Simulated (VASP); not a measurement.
Set up this calculation in VASP 6.6.1, as the native input.

- Task: relaxation of cell and atoms
- Functional: PBE
- Dispersion: D3(BJ)
- Potentials or basis: VASP PAW PBE potentials, release 64 (P)
- Cutoff: 600 eV
- k mesh: 8 × 8 × 6
- Occupations: fermi-dirac, width 0.05 eV
- Spin: no spin polarisation
- Dipole correction: no
- Further INCAR settings: ALGO = Normal; EDIFF = 1e-07; IBRION = 2; EDIFFG = -0.01; NSW = 60; ISIF = 3

The structure of P lies in POSCAR:

```
P
1.0
    1.6477431241     -5.4650377251      0.0000000000
    1.6477431241      5.4650377251      0.0000000000
    0.0000000000      0.0000000000      4.5436355900
P
4
Direct
    0.9041431300      0.0958568700      0.5888151700
    0.0958568700      0.9041431300      0.4111848300
    0.5958568700      0.4041431300      0.0888151700
    0.4041431300      0.5958568700      0.9111848300
```

These files were run (other wordings do the same):

INCAR

```
SYSTEM = P
PREC = Accurate ; ENCUT = 600
EDIFF = 1E-7 ; ISMEAR = -1
SIGMA = 0.05 ; LREAL = .False.
LASPH = .True. ; NELM = 100
ALGO = Normal ; ISIF = 3
LWAVE = .False. ; LCHARG = .False.
GGA = PE ; IVDW = 12
IBRION = 2 ; NSW = 60
EDIFFG = -0.01
```

KPOINTS

```
Automatic mesh
0
Gamma
  8 8 6
  0 0 0
```

Potentials or basis: VASP PAW PBE potentials, release 64 (P).

Launch:

```bash
$ cat potpaw_PBE.64/P/POTCAR > POTCAR
$ mpirun -np 1 vasp_std > vasp.out
```

It gave:

```yaml
Relaxed_volume: 17.60 Å³/atom
Relaxed_cell: a = 5.347 Å, b = 5.347 Å, c = 4.176 Å, α = 90.00°, β = 90.00°, γ = 143.87°
Space_group_after_relaxing_to_0.1_Å: Cmce (No. 64)
Energy_gained_by_relaxing: 30.0 meV/atom
Ionic_steps: 20
Pressure_after_relaxing: 0.0 GPa
Largest_force_after_relaxing: 0.003 eV/Å
Band_gap_on_the_k_mesh: zero (bands 10 and 11 overlap by 0.25 eV)
Dispersion_energy_per_atom: -0.399 eV
```

Wall time 42 min on 1 thread of Oxide Virtual Turin-like Processor, on a shared host, peak memory 0.31 GiB.
